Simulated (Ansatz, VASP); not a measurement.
## Two plane-wave programs on KZnAs4

```xyz
6
Lattice="4.2722 0.0000 0.0000 -2.1361 3.6998 0.0000 0.0000 0.0000 13.6711" Properties=species:S:1:pos:R:3 pbc="T T T"
K     0.0000    0.0000    0.0000
Zn    0.0000    0.0000    6.8355
As    0.0000    2.4666    1.6405
As    0.0000    2.4666    8.4761
As    2.1361    1.2333    5.1950
As    2.1361    1.2333   12.0305
```

Alike in both runs: task single point; functional PBE; k mesh 6 × 6 × 2; occupations gaussian, width 0.1 eV; no spin polarisation.

|  | VASP | Ansatz |
| --- | --- | --- |
| version | VASP 6.6.1 | Ansatz 0.2.0 |
| potentials or method | VASP PAW PBE potentials, release 64 (K_sv, Zn, As), cutoff 520 eV | scalar-relativistic, plane waves, PAW |
| valence electrons in the cell | 41 | 81 |

|  | VASP | Ansatz | Ansatz less VASP |
| --- | --- | --- | --- |
| gap on the k mesh at the Fermi level (eV) | none | none | - |
| pressure (GPa) | -3.7 | -3.8 | -0.05 |
| traceless stress, the component that is largest in VASP (GPa) | -1.08 | -1.07 | +0.010 |
| rms of the force components (eV/Å) | 0.581 | 0.579 | -0.0022 |

Atom by atom the forces differ by 0.005 eV/Å (rms over components). A gap of «none» marks a metal or a gap that the smearing closes. VASP's potentials hold 41 valence electrons a cell and Ansatz's 81, so a difference there can come from the potentials and not from the codes.
